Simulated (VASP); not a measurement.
# PbF2 (P1) in VASP: single point with r2SCAN

Aim: the single point of PbF2 with r2SCAN.

All numbers are computed with VASP 6.6.1; they aren't measurements. Logs are shortened: lines on timing, memory, paths and dates and some standing lists are left out, and cuts for length are marked.

**1. The cell of the first run**

The typed cell holds 3 atoms: a = 4.230 Å, b = 4.212 Å, c = 4.204 Å, α = 59.08°, β = 59.19°, γ = 58.73°.

**2. Single point, r2SCAN (atoms moved at random and the cell strained at random)**

The input, POSCAR:

```
PbF2
1.0
    0.0388301033      2.9791953547      3.0026588656
    2.9654953839      0.0512354040      2.9902535649
    2.9720728104      2.9733674805      0.0446579776
Pb F
1 2
Direct
   -0.0326179294      0.0319599720     -0.0354007910
    0.2638844282      0.3169362763      0.1886028916
    0.7687335012      0.6511037518      0.8467978994
```

The input, INCAR.step1:

```
PREC     = Accurate       # precision mode
ENCUT    = 520            # plane-wave cutoff, eV
ISMEAR   = 0              # smearing method
SIGMA    = 0.05           # smearing width, eV
LREAL    = F              # projectors in reciprocal space
LASPH    = T              # aspherical terms in the spheres
NELM     = 80             # most SCF steps
NBANDS   = 21             # bands
GGA      = PE             # functional
ALGO     = Normal         # electronic algorithm
EDIFF    = 1E-4           # SCF threshold, eV
LWAVE    = T              # write WAVECAR
LCHARG   = F              # write CHGCAR
```

The input, INCAR.step2:

```
PREC     = Accurate       # precision mode
ENCUT    = 520            # plane-wave cutoff, eV
EDIFF    = 1E-6           # SCF threshold, eV
ISMEAR   = 0              # smearing method
SIGMA    = 0.05           # smearing width, eV
LREAL    = F              # projectors in reciprocal space
LASPH    = T              # aspherical terms in the spheres
NELM     = 80             # most SCF steps
ALGO     = Normal         # electronic algorithm
ISIF     = 2              # what is computed and relaxed
LWAVE    = F              # write WAVECAR
LCHARG   = F              # write CHGCAR
METAGGA  = R2SCAN         # meta-GGA
LMIXTAU  = T            
NBANDS   = 21             # bands
ISTART   = 1
```

The input, KPOINTS:

```
Automatic mesh
0
Gamma
  8 8 8
```

Potentials or basis: VASP PAW PBE potentials, release 64 (Pb_d, F).

Started as:

```bash
$ cat potpaw_PBE.64/Pb_d/POTCAR potpaw_PBE.64/F/POTCAR > POTCAR
$ cp INCAR.step1 INCAR
$ mpirun -np 1 vasp_std > vasp.out
$ cp INCAR.step2 INCAR
$ mpirun -np 1 vasp_std > vasp.out
```

OUTCAR:

```text
PREC = Accurate
   ENCUT = 520
   EDIFF = 1E-6
   ISMEAR = 0
   LREAL = F
   LASPH = T
   NELM = 80
   ISIF = 2
   METAGGA = R2SCAN
   ISTART = 1

 ion  position               nearest neighbor table
   1  0.967  0.032  0.965-   3 2.14   2 2.40   2 2.43   3 2.48   2 2.65   3 2.79   2 2.80   3 3.02

   2  0.264  0.317  0.189-   1 2.40   1 2.43   1 2.65   1 2.80
   3  0.769  0.651  0.847-   1 2.14   1 2.48   1 2.79   1 3.02

  LATTYP: Found a triclinic cell.
 ALAT       =     4.1491484065
 B/A-ratio  =     0.9977623080
 C/A-ratio  =     1.0132918901
 COS(alpha) =     0.0004706973
 COS(beta)  =     0.4916561468
 COS(gamma) =     0.4948558811

  Lattice vectors:

 A1 = (   0.0065774265,   2.9221320765,  -2.9455955873)
 A2 = (  -2.9266652806,   2.9279599507,   0.0124053007)
 A3 = (   2.9720728104,   2.9733674805,   0.0446579776)

Analysis of symmetry for initial positions (statically):
=====================================================================
 Subroutine PRICEL returns:
 Original cell was already a primitive cell.

 Routine SETGRP: Setting up the symmetry group for a
 triclinic supercell.

 Subroutine GETGRP returns: Found  1 space group operations
 (whereof  1 operations were pure point group operations)
 out of a pool of  2 trial point group operations.

The static configuration has the point symmetry C_1 .

Analysis of symmetry for dynamics (positions and initial velocities):
=====================================================================
 Subroutine PRICEL returns:
 Original cell was already a primitive cell.

 Routine SETGRP: Setting up the symmetry group for a
 triclinic supercell.

 Subroutine GETGRP returns: Found  1 space group operations
 (whereof  1 operations were pure point group operations)
 out of a pool of  2 trial point group operations.

The dynamic configuration has the point symmetry C_1 .

 Subroutine INISYM returns: Found  1 space group operations
 (whereof  1 operations are pure point group operations),
 and found     1 'primitive' translations

----------------------------------------------------------------------------------------

                                     Primitive cell

  volume of cell :      51.7559

  direct lattice vectors                    reciprocal lattice vectors
     0.038830103  2.979195355  3.002658866    -0.171745354  0.169155961  0.167425026
     2.965495384  0.051235404  2.990253565     0.169931623 -0.172393629  0.168848963
     2.972072810  2.973367480  0.044657978     0.169153812  0.169802087 -0.170662694

  length of vectors
     4.230020449  4.211698508  4.204298431     0.293498458  0.295137751  0.294230379

  position of ions in fractional coordinates (direct lattice)
     0.967382071  0.031959972  0.964599209
     0.263884428  0.316936276  0.188602892
     0.768733501  0.651103752  0.846797899

  ion indices of the primitive-cell ions
   primitive index   ion index
                 1           1
                 2           2
                 3           3

----------------------------------------------------------------------------------------

 KPOINTS: Automatic mesh

Automatic generation of k-mesh.
 Grid dimensions read from file:
 generate k-points for:    8    8    8

 Generating k-lattice:

  Cartesian coordinates                     Fractional coordinates (reciprocal lattice)
    -0.021468169  0.021144495  0.020928128     0.125000000  0.000000000  0.000000000
     0.021241453 -0.021549204  0.021106120     0.000000000  0.125000000 -0.000000000
     0.021144227  0.021225261 -0.021332837    -0.000000000 -0.000000000  0.125000000

  Length of vectors
     0.036687307  0.036892219  0.036778797

  Shift w.r.t. Gamma in fractional coordinates (k-lattice)
     0.000000000  0.000000000  0.000000000

 Subroutine IBZKPT returns following result:
 ===========================================

 Found    260 irreducible k-points:

 Following reciprocal coordinates:
            Coordinates               Weight
  0.000000  0.000000  0.000000      1.000000
  0.125000  0.000000  0.000000      2.000000
  0.250000  0.000000  0.000000      2.000000
  0.375000  0.000000  0.000000      2.000000
  0.500000  0.000000  0.000000      1.000000
 -0.000000  0.125000  0.000000      2.000000
[... 16 lines left out ...]
  0.125000  0.375000  0.000000      2.000000
  0.250000  0.375000  0.000000      2.000000
 [... further k-points ...]
   k-points           NKPTS =    260   k-points in BZ     NKDIM =    260   number of bands    NBANDS=     21
   number of dos      NEDOS =    301   number of ions     NIONS =      3
   total plane-waves  NPLWV =  32768
   dimension x,y,z NGX =    32 NGY =   32 NGZ =   32
   dimension x,y,z NGXF=    64 NGYF=   64 NGZF=   64
   ions per type =               1   2
   NGX,Y,Z   is equivalent  to a cutoff of  12.58, 12.63, 12.65 a.u.
   NGXF,Y,Z  is equivalent  to a cutoff of  25.15, 25.26, 25.31 a.u.
 SYSTEM =  unknown system
   PREC   = accura    normal or accurate (medium, high low for compatibility)
   ISTART =      1    job   : 0-new  1-cont  2-samecut
   ICHARG =      0    charge: 1-file 2-atom 10-const
   ISPIN  =      1    spin polarized calculation?
   LNONCOLLINEAR =      F non collinear calculations
   LSORBIT =      F    spin-orbit coupling
   LASPH  =      T    aspherical Exc in radial PAW
   ENCUT  =  520.0 eV  38.22 Ry    6.18 a.u.   7.87  7.83  7.82*2*pi/ulx,y,z
   NELM   =     80;   NELMIN=  2; NELMDL=  0     # of ELM steps
   EDIFF  = 0.1E-05   stopping-criterion for ELM
   LREAL  =      F    real-space projection
   EDIFFG = 0.1E-04   stopping-criterion for IOM
   NSW    =      0    number of steps for IOM
   IBRION =     -1    ionic relax: 0-MD 1-quasi-New 2-CG
   NFREE  =      0    steps in history (QN), initial steepest desc. (CG)
   ISIF   =      2    stress and relaxation
   ISYM   =      2    0-nonsym 1-usesym 2-fastsym
   POTIM  = 0.5000    time-step for ionic-motion
   TEBEG  =    0.0;   TEEND  =   0.0 temperature during run
   PSTRESS=    0.0 pullay stress
   NELECT =      28.0000    total number of electrons
   NUPDOWN=      -1.0000    fix difference up-down
   EMIN   =  10.00;   EMAX   =-10.00  energy-range for DOS
   EFERMI =   0.00;   METHOD = LEGACY
   ISMEAR =     0;   SIGMA  =   0.05  broadening in eV -4-tet -1-fermi 0-gaus
   EFERMI_NEDOS =   21; number of points for ismear=-14 and -15
   IALGO  =     38    algorithm
   IMIX   =      4    mixing-type and parameters
     AMIX     =   0.40;   BMIX     =  1.00
     AMIX_MAG =   1.60;   BMIX_MAG =  1.00
  volume/ion in A,a.u.               =      17.25       116.42
  Fermi-wavevector in a.u.,A,eV,Ry     =   1.333954  2.520808 24.210664  1.779434
  Thomas-Fermi vector in A             =   2.462773
   LORBIT       =      0    0 simple, 1 ext, 2 COOP (PROOUT), +10 PAW based schemes
   METAGGA = R2SCAN    functional components
   LHFCALC =     F    Hartree Fock is set to
   AEXX    =    0.0000 exact exchange contribution
   IVDW    =     0    specifies the selected vdW correction
   LEPSILON=     F    determine dielectric tensor
   LRPA    =     F    only Hartree local field effects (RPA)
 non-spin polarized calculation
 Gauss-broadening in eV      SIGMA  =   0.05
  energy-cutoff  :      520.00
  volume of cell :       51.76
 maximum number of plane-waves:      1409
   NGX = 15   NGY = 15   NGZ = 15

 number of electron      28.0000002 magnetization

 Free energy of the ion-electron system (eV)
  ---------------------------------------------------
  ext. energy  EPLUGINS =         0.00000000
  ---------------------------------------------------
  free energy    TOTEN  =       -69.47409999 eV

  energy without entropy =      -69.47409999  energy(sigma->0) =      -69.47409999

 E-fermi :   2.7907     XC(G=0): -10.0061

 val. band max:        2.5797129812   @ k =  -0.0000   0.5000   0.0000
 cond. band min:       6.0291641149   @ k =   0.0000   0.5000   0.5000
 fundamental gap:      3.4494511337
 Fermi energy:         2.7906597283

 k-point     1 :       0.0000    0.0000    0.0000
  band No.  band energies     occupation
      1     -21.1579      2.00000
      2     -20.2635      2.00000
      3     -13.2418      2.00000
      4     -13.2317      2.00000
      5     -13.1590      2.00000
      6     -13.0989      2.00000
[... 13 lines left out ...]
     20      17.2133      0.00000
     21      18.4771      0.00000

 k-point     2 :       0.1250    0.0000    0.0000
  band No.  band energies     occupation
      1     -21.1262      2.00000
      2     -20.2933      2.00000
      3     -13.2373      2.00000
      4     -13.2238      2.00000
      5     -13.1549      2.00000
      6     -13.0937      2.00000
[... 13 lines left out ...]
     20      16.9251      0.00000
     21      18.6436      0.00000

 k-point     3 :       0.2500    0.0000    0.0000
  band No.  band energies     occupation
      1     -21.0430      2.00000
      2     -20.3700      2.00000
      3     -13.2331      2.00000
      4     -13.2066      2.00000
      5     -13.1486      2.00000
      6     -13.0802      2.00000
[... 13 lines left out ...]
     20      16.7713      0.00000
     21      18.1785      0.00000

 k-point     4 :       0.3750    0.0000    0.0000
  band No.  band energies     occupation
      1     -20.9446      2.00000
      2     -20.4605      2.00000
      3     -13.2359      2.00000
      4     -13.1870      2.00000
      5     -13.1475      2.00000
      6     -13.0658      2.00000
[... 13 lines left out ...]
     20      16.1858      0.00000
     21      18.0085      0.00000

 k-point     5 :       0.5000    0.0000    0.0000
  band No.  band energies     occupation
      1     -20.8943      2.00000
      2     -20.5069      2.00000
      3     -13.2379      2.00000
      4     -13.1783      2.00000
      5     -13.1483      2.00000
      6     -13.0600      2.00000
[... 13 lines left out ...]
     20      15.8815      0.00000
     21      17.9950      0.00000

 k-point     6 :      -0.0000    0.1250    0.0000
  band No.  band energies     occupation
      1     -21.1264      2.00000
      2     -20.2862      2.00000
      3     -13.2403      2.00000
      4     -13.2365      2.00000
      5     -13.1494      2.00000
      6     -13.0986      2.00000
[... 13 lines left out ...]
     20      17.1398      0.00000
     21      18.2545      0.00000

 k-point     7 :       0.1250    0.1250    0.0000
  band No.  band energies     occupation
      1     -21.1181      2.00000
      2     -20.2956      2.00000
      3     -13.2358      2.00000
      4     -13.2254      2.00000
      5     -13.1512      2.00000
      6     -13.1053      2.00000
[... 13 lines left out ...]
     20      17.2956      0.00000
     21      18.6776      0.00000
[... 291 lines left out ...]
      1     -20.9307      2.00000
      2     -20.4425      2.00000
      3     -13.2403      2.00000
      4     -13.2097      2.00000
      5     -13.1258      2.00000
      6     -13.0341      2.00000
[... 13 lines left out ...]
     20      16.8488      0.00000
     21      18.9947      0.00000

 k-point    21 :      -0.1250    0.2500   -0.0000
  band No.  band energies     occupation
      1     -20.9996      2.00000
      2     -20.3808      2.00000
      3     -13.2460      2.00000
      4     -13.2268      2.00000
      5     -13.1248      2.00000
      6     -13.0596      2.00000
[... 13 lines left out ...]
     20      16.4749      0.00000
     21      18.0352      0.00000

 k-point    22 :      -0.0000    0.3750    0.0000
  band No.  band energies     occupation
      1     -20.9714      2.00000
      2     -20.3898      2.00000
      3     -13.2471      2.00000
      4     -13.2313      2.00000
      5     -13.1031      2.00000
      6     -13.0520      2.00000
[... 13 lines left out ...]
     20      16.0202      0.00000
     21      16.9202      0.00000

 k-point    23 :       0.1250    0.3750    0.0000
  band No.  band energies     occupation
      1     -20.9790      2.00000
      2     -20.3872      2.00000
      3     -13.2424      2.00000
      4     -13.2182      2.00000
      5     -13.1016      2.00000
      6     -13.0780      2.00000
[... 13 lines left out ...]
     20      16.8422      0.00000
     21      17.7769      0.00000

 k-point    24 :       0.2500    0.3750    0.0000
  band No.  band energies     occupation
      1     -20.9529      2.00000
      2     -20.4164      2.00000
      3     -13.2305      2.00000
      4     -13.1986      2.00000
      5     -13.1092      2.00000
      6     -13.0946      2.00000
[... 13 lines left out ...]
     20      17.5357      0.00000
     21      18.9642      0.00000

 [... further k-points ...]

------------------------ aborting loop because EDIFF is reached ----------------------------------------

  FORCE on cell =-STRESS in cart. coord.  units (eV):
  Direction    XX          YY          ZZ          XY          YZ          ZX
  --------------------------------------------------------------------------------------
  -------------------------------------------------------------------------------------
  Total        2.4016337      2.3638451      2.5227246     -2.1475262     -0.7656303      2.4676752
  in kB       74.3459858     73.1761862     78.0945257    -66.4797264    -23.7011756     76.3903952
  external PRESSURE =      75.2055659 kB  Pullay stress =       0.0000000 kB

 VOLUME and BASIS-vectors are now :
 -----------------------------------------------------------------------------
  energy-cutoff  :      520.00
  volume of cell :       51.76
      direct lattice vectors                 reciprocal lattice vectors
     0.038830103  2.979195355  3.002658866    -0.171745354  0.169155961  0.167425026
     2.965495384  0.051235404  2.990253565     0.169931623 -0.172393629  0.168848963
     2.972072810  2.973367480  0.044657978     0.169153812  0.169802087 -0.170662694

 POSITION                                       TOTAL-FORCE (eV/Angst)
 -----------------------------------------------------------------------------------
      2.99920      5.75177      3.04336        -0.895946      0.678487     -0.473825
      1.51066      1.36319      1.74850        -0.408333      0.984798     -1.129060
      4.47744      4.84141      4.29303         1.304280     -1.663285      1.602884
 -----------------------------------------------------------------------------------
    total drift:                                0.000774     -0.001976     -0.000792

  FREE ENERGIE OF THE ION-ELECTRON SYSTEM (eV)
  ---------------------------------------------------
  free  energy   TOTEN  =       -69.4740999918 eV

  energy  without entropy=      -69.4740999918  energy(sigma->0) =      -69.47409999
```

Wall time 4.9 min (1 thread of Intel Xeon 6975P-C (Granite Rapids), shared host); peak memory 0.38 GiB.

Results:

```
Free energy            : -69.4741 eV
Pressure               : 7.5 GPa
Largest force          : 2.653 eV/Å
Band gap on the k mesh : 3.45 eV (least direct gap 3.79 eV)
```

Forces in eV/Å, atoms in the order of the input:
```
Pb  -0.896  0.678 -0.474
F   -0.408  0.985 -1.129
F    1.304 -1.663  1.603
```

Stress tensor (GPa, compression positive):
```
 7.43 -6.65  7.64
-6.65  7.32 -2.37
 7.64 -2.37  7.81
```

Levels at points of the mesh, in eV from the valence-band top:
```csv
k point,band 12,band 13,band 14,band 15,band 16,band 17
"(0.00, 0.00, 0.00)",-3.46,-3.10,-2.60,5.93,6.36,8.25
"(0.50, 0.00, 0.00)",-3.02,-2.82,-0.95,4.14,6.04,9.49
"(0.00, 0.50, 0.00)",-3.32,-2.62,0.00,4.79,6.88,7.74
"(0.50, 0.50, 0.00)",-2.73,-2.56,-0.71,3.78,6.47,8.19
"(0.00, 0.00, 0.50)",-3.40,-2.82,-1.62,3.83,6.40,9.23
"(0.50, 0.00, 0.50)",-2.67,-2.61,-0.91,3.61,7.12,7.92
"(0.00, 0.50, 0.50)",-2.87,-2.38,-0.34,3.45,6.83,8.07
"(0.50, 0.50, 0.50)",-3.03,-2.81,-0.96,3.83,6.19,9.08
```

Caveat: the cell differs from its parent crystal (atoms moved at random and the cell strained at random); the cell stands under pressure; the PAW data sets were made with another functional, which shifts forces and pressure a little; spin-orbit coupling is left out, which moves the levels of the heavy elements. A k mesh can miss the band edges.
